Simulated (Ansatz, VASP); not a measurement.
**Cs in VASP and in Ansatz**

```xyz
2
Lattice="0.0000 6.0631 6.0631 6.0631 0.0000 6.0631 6.0631 6.0631 0.0000" Properties=species:S:1:pos:R:3 pbc="T T T"
Cs    1.5158    1.5158    1.5158
Cs   10.6104   10.6104   10.6104
```

Alike in both runs: task single point; functional revPBE; k mesh 5 × 5 × 5; occupations fermi-dirac, width 0.1 eV; no spin polarisation.

```csv
,VASP,Ansatz
version,VASP 6.6.1,Ansatz 0.2.0
potentials or method,"VASP PAW PBE potentials, release 64 (Cs_sv), cutoff 520 eV","plane waves (420 eV) with PAW, scalar-relativistic"
valence electrons in the cell,18,18
```

```csv
,VASP,Ansatz,Ansatz less VASP
pressure (GPa),0.0,0.0,0.00
```

VASP's potentials were made for PBE, not for revPBE. With one functional, cell and mesh, what is left measures potentials, basis and numerics.

Spin-orbit coupling is off throughout.
